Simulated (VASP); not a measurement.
# Si16HC16 (a cell with a defect) in VASP: notebook

Si16HC16 (a cell with a defect) is run at these levels: PBE; tasks: single point.

Everything below comes from runs of VASP 6.6.1. Logs are shortened: lines on timing, memory, paths and dates and some standing lists are left out, and cuts for length are marked.

### 1 The cell of the first run

The cell holds a defect, 33 atoms: a = 7.586 Å, b = 7.586 Å, c = 7.586 Å, α = 109.47°, β = 109.47°, γ = 109.47°.

### 2 Single point, PBE

File INCAR:

```
ALGO = Normal ; EDIFF = 1E-6
ENCUT = 520 ; GGA = PE
GGA_COMPAT = False ; ISIF = 2
ISMEAR = -1 ; LASPH = True
LCHARG = False ; LREAL = Auto
LWAVE = False ; NBANDS = 86
NELECT = 128.0 ; NELM = 120
PREC = Accurate ; SIGMA = 0.01
```

File KPOINTS:

```
k-points
0
Gamma
  1 1 1
```

File POSCAR:

```
Si16HC16
1.0
   -4.3797050000      4.3797050000     -4.3797050000
    4.3797050000      4.3797050000      4.3797050000
    4.3797050000     -4.3797050000     -4.3797050000
Si C H
16 16 1
Direct
    0.0001568236     -0.0064178142      0.7484766192
    0.0001473470      0.2467057853      0.4944617780
    0.0001518681      0.4861087288      0.2500799311
    0.0001534792      0.7451471153     -0.0021253940
    0.2523306700     -0.0026656431      0.5022530798
    0.2444876317      0.2466652430      0.2500692321
    0.2522231718      0.4989848418      0.0005563851
    0.2496875887      0.7485253700      0.7516766971
    0.4985451315     -0.0064318801      0.2500791158
    0.4985328233      0.2469051213     -0.0019919806
    0.5017477673      0.4951696167      0.7516750135
    0.5017694919      0.7485285108      0.4996124847
    0.7557435582      0.0022663247      0.0056740484
    0.7480935900      0.2469302042      0.7485129731
    0.7505823443      0.4989763503      0.5021263672
    0.7479890820      0.7451621058      0.2500755449
    0.0001305572     -0.0034956573     -0.0043956205
    0.0001571951      0.2518170450      0.7492992977
    0.0001387152      0.5071112184      0.5057699603
    0.0001654970      0.7515086643      0.2500885836
    0.2502270234      0.0012251081      0.7500589989
    0.2546080768      0.2509828700      0.5045592427
    0.2558149761      0.5071564378      0.2501057109
    0.2500612273      0.7511572599      0.0000129266
    0.5001426867      0.0012523084      0.5001836809
    0.4992713979      0.2518086457      0.2500734279
    0.5001880793      0.5012806318      0.0002042726
    0.5009810990      0.7526261103      0.7508983991
    0.7456979081     -0.0034491275      0.2500867477
    0.7444882586      0.2514838178     -0.0055378975
    0.7502548683      0.5012444770      0.7501161911
    0.7500842082      0.7511604367      0.4999791938
    0.0002182132      0.2501823895      0.2501099025
```

Potentials or basis: VASP PAW PBE potentials, release 64 (Si, C, H).

Started as:

```sh
$ cat potpaw_PBE.64/Si/POTCAR potpaw_PBE.64/C/POTCAR potpaw_PBE.64/H/POTCAR > POTCAR
$ mpirun -np 1 vasp_gam > vasp.out
```

OUTCAR:

```text
EDIFF = 1E-6
   ENCUT = 520
   GGA = PE
   ISIF = 2
   ISMEAR = -1
   LASPH = True
   LREAL = Auto
   NELECT = 128.0
   NELM = 120
   PREC = Accurate

 ion  position               nearest neighbor table
   1  0.000  0.994  0.748-  17 1.87  21 1.87  32 1.87  18 1.96   8 3.06  15 3.06   4 3.08  10 3.09
                            12 3.09   5 3.09  16 3.09   6 3.11  13 3.11   7 3.13  14 3.13   2 3.14
   2  0.000  0.247  0.494-  33 1.86  29 1.89  22 1.89  18 1.92  19 1.95   3 3.00   6 3.03  13 3.03
                            16 3.11   5 3.11  11 3.11   9 3.11   8 3.11  15 3.11   7 3.13  14 3.13
   3  0.000  0.486  0.250-  33 1.79  30 1.89  23 1.89  19 1.89  20 2.01   6 3.00   2 3.00  13 3.00
                            14 3.11   7 3.11   8 3.11  15 3.11  12 3.11  10 3.11
   4  0.000  0.745  0.998-  31 1.88  24 1.88  20 1.90  17 1.91   8 3.07  15 3.07   1 3.08  14 3.09
                             7 3.09   9 3.09  11 3.09   6 3.11  13 3.11  16 3.12   5 3.12
   5  0.252  0.997  0.502-  25 1.88  21 1.88  20 1.90  22 1.91  10 3.07  14 3.07  11 3.08   8 3.09
                            12 3.09   9 3.09   1 3.09   6 3.11   2 3.11  16 3.12   4 3.12
   6  0.244  0.247  0.250-  33 1.86  17 1.89  22 1.90  26 1.92  23 1.95   3 3.00   2 3.03  13 3.03
                             5 3.11   4 3.11   1 3.11  11 3.11   7 3.11  12 3.11  15 3.13  10 3.13
   7  0.252  0.499  0.001-  23 1.86  27 1.88  18 1.90  24 1.92   9 3.06  16 3.07   4 3.09  10 3.09
                            11 3.09   8 3.09  12 3.09   3 3.11   6 3.11  14 3.12   1 3.13   2 3.13
   8  0.250  0.749  0.752-  19 1.86  24 1.88  28 1.90  21 1.92   1 3.06   4 3.07   5 3.09  10 3.09
                             9 3.09   7 3.09  15 3.09   3 3.11   2 3.11  12 3.12  11 3.13  13 3.13
   9  0.499  0.994  0.250-  29 1.87  24 1.87  25 1.87  26 1.96  12 3.06   7 3.06  16 3.08   5 3.09
                             4 3.09   8 3.09  14 3.09   2 3.11  13 3.11  10 3.13  15 3.13   6 3.14
  10  0.499  0.247  0.998-  30 1.86  21 1.88  26 1.90  27 1.92  11 3.06   5 3.07  16 3.09   8 3.09
                             1 3.09   7 3.09  14 3.09   3 3.11  13 3.11  15 3.12   9 3.13   6 3.13
  11  0.502  0.495  0.752-  22 1.87  31 1.87  27 1.87  28 1.96  14 3.06  10 3.06   5 3.08  15 3.09
                            16 3.09   4 3.09   7 3.09   2 3.11   6 3.11   8 3.13  12 3.13  13 3.14
  12  0.502  0.749  0.500-  23 1.86  32 1.88  28 1.90  25 1.92   9 3.06  16 3.07   5 3.09  15 3.09
[... 12 lines left out ...]
  20  0.000  0.752  0.250-   5 1.90  16 1.90   4 1.90   3 2.01
  21  0.250  0.001  0.750-   1 1.87   5 1.88  10 1.88   8 1.92
  22  0.255  0.251  0.505-  11 1.87   2 1.89   6 1.90   5 1.91
[... 9 lines left out ...]
  32  0.750  0.751  0.500-   1 1.87  16 1.88  12 1.88  15 1.92
  33  0.000  0.250  0.250-   3 1.79   6 1.86   2 1.86  13 1.86

  LATTYP: Found a body centered cubic cell.
 ALAT       =     8.7594100000

  Lattice vectors:

 A1 = (  -4.3797050000,   4.3797050000,  -4.3797050000)
 A2 = (   4.3797050000,   4.3797050000,   4.3797050000)
 A3 = (   4.3797050000,  -4.3797050000,  -4.3797050000)

Analysis of symmetry for initial positions (statically):
=====================================================================
 Subroutine PRICEL returns:
 Original cell was already a primitive cell.

 Routine SETGRP: Setting up the symmetry group for a
[... 175 lines left out ...]
   IALGO  =     38    algorithm
   IMIX   =      4    mixing-type and parameters
     AMIX     =   0.40;   BMIX     =  1.00
     AMIX_MAG =   1.60;   BMIX_MAG =  1.00
  volume/ion in A,a.u.               =      10.18        68.72
  Fermi-wavevector in a.u.,A,eV,Ry     =   1.186716  2.242567 19.161000  1.408294
  Thomas-Fermi vector in A             =   2.322882
   LORBIT       =      0    0 simple, 1 ext, 2 COOP (PROOUT), +10 PAW based schemes
   GGA     = PE    functional components
   LHFCALC =     F    Hartree Fock is set to
   AEXX    =    0.0000 exact exchange contribution
   IVDW    =     0    specifies the selected vdW correction
   LEPSILON=     F    determine dielectric tensor
   LRPA    =     F    only Hartree local field effects (RPA)
 non-spin polarized calculation
  energy-cutoff  :      520.00
  volume of cell :      336.04
 maximum number of plane-waves:      4475
   NGX = 29   NGY = 29   NGZ = 29

 number of electron     127.9999993 magnetization

 Free energy of the ion-electron system (eV)
  ---------------------------------------------------
  ext. energy  EPLUGINS =         0.00000000
  ---------------------------------------------------
  free energy    TOTEN  =      -246.84423699 eV

  energy without entropy =     -246.84423232  energy(sigma->0) =     -246.84423465

 E-fermi :   8.0090     XC(G=0): -11.2848

 val. band max:        7.8862947483   @ k =   0.0000   0.0000   0.0000
 cond. band min:       8.1251707486   @ k =   0.0000   0.0000   0.0000
 fundamental gap:      0.2388760003
 Fermi energy:         8.0089743478

 k-point     1 :       0.0000    0.0000    0.0000
  band No.  band energies     occupation
      1      -7.3772      2.00000
      2      -4.7727      2.00000
      3      -4.4412      2.00000
      4      -4.4411      2.00000
      5      -4.3992      2.00000
      6      -4.3990      2.00000
[... 68 lines left out ...]
     75      13.4374      0.00000
     76      13.4376      0.00000
 [bands above 76 left out]

------------------------ aborting loop because EDIFF is reached ----------------------------------------

  FORCE on cell =-STRESS in cart. coord.  units (eV):
  Direction    XX          YY          ZZ          XY          YZ          ZX
  --------------------------------------------------------------------------------------
  -------------------------------------------------------------------------------------
  Total       -6.4032155     -6.4130197     -6.4237930     -6.4252433     -6.4590871     -6.4339874
  in kB      -30.5291090    -30.5758534    -30.6272179    -30.6341329    -30.7954927    -30.6758228
  external PRESSURE =     -30.5773934 kB  Pullay stress =       0.0000000 kB

 VOLUME and BASIS-vectors are now :
 -----------------------------------------------------------------------------
  energy-cutoff  :      520.00
  volume of cell :      336.04
      direct lattice vectors                 reciprocal lattice vectors
    -4.379705000  4.379705000 -4.379705000     0.000000000  0.114162940 -0.114162940
     4.379705000  4.379705000  4.379705000     0.114162940  0.114162940  0.000000000
     4.379705000 -4.379705000 -4.379705000     0.114162940  0.000000000 -0.114162940

 POSITION                                       TOTAL-FORCE (eV/Angst)
 -----------------------------------------------------------------------------------
      7.62902      1.07418      1.07280        -0.001955     -0.004497     -0.002849
      3.24545     -1.08445     -1.08574         0.002866     -0.003818     -0.004840
      3.22362      1.03440      1.03307        -0.004843     -0.011833     -0.010008
      7.63325     -1.10620     -1.10754        -0.000019     -0.002566     -0.002962
      5.46262      3.27344      1.06318         0.000390     -0.000868     -0.003147
      1.10477      1.05588     -1.08569         0.000400      0.003385     -0.002493
[... 25 lines left out ...]
      2.19447      4.38525     -2.18505         0.000159      0.003630      0.003451
      2.19018      0.00127     -0.00064         0.000218     -0.001936      0.001523
 -----------------------------------------------------------------------------------
    total drift:                                0.088714      0.094285      0.081796

  FREE ENERGIE OF THE ION-ELECTRON SYSTEM (eV)
  ---------------------------------------------------
  free  energy   TOTEN  =      -246.8442369856 eV

  energy  without entropy=     -246.8442323243  energy(sigma->0) =     -246.84423465
```

stdout:

```text
POSCAR found type information on POSCAR SiC H
 POSCAR found :  3 types and      33 ions
 scaLAPACK will be used
 LDA part: xc-table for (Slater+PW92), standard interpolation
 POSCAR, INCAR and KPOINTS ok, starting setup
 FFT: planning ... GRIDC
 FFT: planning ... GRID_SOFT
 FFT: planning ... GRID
 WAVECAR not read
 entering main loop
 the old and the new charge density differ
 old charge density:   129.00000 new  128.00000
    0.340E+01
```

It took 69 s on 1 thread of Intel Xeon Platinum 8375C at 2.90GHz (Ice Lake), shared host; peak memory 0.39 GiB.

What came out:

| Item | Value |
| --- | --- |
| Free energy | -246.8442 eV |
| Largest force | 0.017 eV/Å |

Forces on the atoms (eV/Å):
```
Si  -0.002 -0.004 -0.003
Si   0.003 -0.004 -0.005
Si  -0.005 -0.012 -0.010
Si   0.000 -0.003 -0.003
Si   0.000 -0.001 -0.003
Si   0.000  0.003 -0.002
Si   0.006  0.000  0.003
Si   0.000  0.001  0.005
Si  -0.001 -0.002 -0.004
Si   0.006  0.006  0.001
Si  -0.003 -0.004 -0.003
Si   0.004  0.000  0.006
Si   0.000  0.000  0.002
Si   0.005  0.002  0.001
Si   0.001  0.004  0.001
Si   0.002 -0.003  0.000
C    0.015 -0.001 -0.002
C   -0.007 -0.006 -0.004
C   -0.010  0.000  0.001
C    0.007  0.011  0.009
C    0.001  0.006  0.003
C   -0.003 -0.002  0.016
C   -0.006 -0.008 -0.003
C    0.002  0.003  0.005
C    0.003  0.002  0.002
C   -0.009 -0.003 -0.009
C    0.002  0.002  0.002
C   -0.008 -0.008 -0.003
C   -0.001  0.013 -0.002
C   -0.007 -0.004 -0.010
C    0.003  0.006  0.004
C    0.000  0.004  0.003
H    0.000 -0.002  0.002
```

Levels at points of the mesh, in eV from the Fermi level:
| k point | band 60 | band 61 | band 62 | band 63 | band 64 | band 65 | band 66 | band 67 | band 68 | band 69 |
| --- | --- | --- | --- | --- | --- | --- | --- | --- | --- | --- |
| (0.00, 0.00, 0.00) | -1.07 | -1.03 | -0.89 | -0.12 | -0.12 | 0.12 | 1.47 | 1.47 | 3.33 | 4.21 |

Caveat: the k points lie up to 1.01 Å⁻¹ apart; the cell carries a net charge on a neutralising background, which shifts energy and pressure; the cell is charged against a uniform background, so pressure and absolute levels hang on convention.

### 3 Single point, PBE

File INCAR:

```
PREC = Accurate
ENCUT = 520
EDIFF = 1E-6
ISMEAR = -1
SIGMA = 0.01
LREAL = Auto
LASPH = True
NELM = 120
ALGO = Normal
ISIF = 2
LWAVE = False
LCHARG = False
GGA = PE
NELECT = 128.0
NBANDS = 86
GGA_COMPAT = False
```

File KPOINTS:

```
regular mesh
0
Gamma
  1 1 1
```

File POSCAR:

```
Si16HC16
1.0
   -4.3797050000      4.3797050000     -4.3797050000
    4.3797050000      4.3797050000      4.3797050000
    4.3797050000     -4.3797050000     -4.3797050000
Si C H
16 16 1
Direct
    0.0004402123     -0.0033716883      0.7480923944
    0.0004503728      0.2449843083      0.4987259416
    0.0004536835      0.4981506745      0.2448263068
    0.0004560809      0.7379892025      0.0003193137
    0.2499978880     -0.0001060574      0.5018811769
    0.2526349377      0.2488343393      0.2524714564
    0.2446778950      0.4981273853      0.0003402056
    0.2525687232      0.7504242866      0.7508668963
    0.5020773089     -0.0000576523      0.2498812135
    0.4988414745      0.2449550826      0.0002976228
    0.4988152170      0.4982988580      0.7482331573
    0.5020483115      0.7465621543      0.5018857434
    0.7482589581     -0.0033619844      0.0002653147
    0.7563638419      0.2540400552      0.7562315270
    0.7483472060      0.4983060503      0.4987220600
    0.7509731820      0.7503975724      0.2523765870
    0.0004565376      0.0029514545      0.0003128065
    0.0004738904      0.2478685208      0.7458039982
    0.0004706938      0.5032906326      0.4996005439
    0.0004885032      0.7585015429      0.2558901798
    0.2503248506      0.0025873889      0.7502110302
    0.2505120779      0.2526745523      0.5002804983
    0.2548821211      0.5024559873      0.2548455889
    0.2560619950      0.7585950424      0.0004088175
    0.5014314891      0.0042519987      0.5013153854
    0.5004257136      0.2527080020      0.2504035089
    0.4995585319      0.5033001081      0.0003712579
    0.5004882749      0.7527304921      0.7504250857
    0.7503817038      0.0026227794      0.2502039521
    0.7459898555      0.2479712675      0.0004209188
    0.7448070133      0.5029923248      0.7447234460
    0.7505754383      0.7527129110      0.5003516219
    0.0003613257      0.5015050100      0.0001409912
```

Potentials or basis: VASP PAW PBE potentials, release 64 (Si, C, H).

Started as:

```sh
$ cat potpaw_PBE.64/Si/POTCAR potpaw_PBE.64/C/POTCAR potpaw_PBE.64/H/POTCAR > POTCAR
$ mpirun -np 1 vasp_gam > vasp.out
```

It took 77 s on 1 thread of Intel Xeon Platinum 8375C at 2.90GHz (Ice Lake), shared host; peak memory 0.39 GiB.

The run converged. Its results:

- Free energy: -246.8447 eV
- Largest force: 0.028 eV/Å

Forces on the atoms (eV/Å):
```
Si   0.002  0.000 -0.004
Si   0.005  0.003  0.002
Si   0.003  0.005  0.004
Si  -0.014 -0.018 -0.016
Si   0.007  0.007  0.005
Si   0.006 -0.002 -0.002
Si  -0.005  0.015 -0.005
Si   0.011  0.001  0.007
Si   0.009  0.002  0.004
Si   0.007  0.007  0.005
Si   0.009  0.006  0.001
Si   0.010  0.007  0.003
Si   0.006 -0.001 -0.006
Si  -0.009 -0.011  0.016
Si   0.011  0.006  0.001
Si   0.007  0.005  0.008
C    0.002  0.005  0.007
C    0.021  0.002 -0.002
C   -0.008 -0.014 -0.014
C    0.003  0.001  0.007
C   -0.006 -0.006 -0.005
C   -0.009 -0.004 -0.002
C   -0.007 -0.002  0.007
C   -0.002  0.002  0.007
C   -0.016 -0.011  0.000
C   -0.008 -0.009 -0.001
C   -0.019 -0.006 -0.012
C   -0.008 -0.008 -0.003
C   -0.009 -0.005 -0.002
C   -0.003  0.018 -0.005
C    0.002  0.006 -0.004
C   -0.009 -0.007 -0.002
H    0.010  0.005  0.000
```

Levels at points of the mesh, in eV from the Fermi level:
```
           k point  band 61  band 62  band 63  band 64  band 65  band 66  band 67  band 68
(0.00, 0.00, 0.00)    -1.03    -0.89    -0.12    -0.12     0.12     1.47     1.47     3.33
```

Caveat: the k points lie up to 1.01 Å⁻¹ apart; the cell carries a net charge on a neutralising background, which shifts energy and pressure; the cell is charged against a uniform background, so pressure and absolute levels hang on convention.
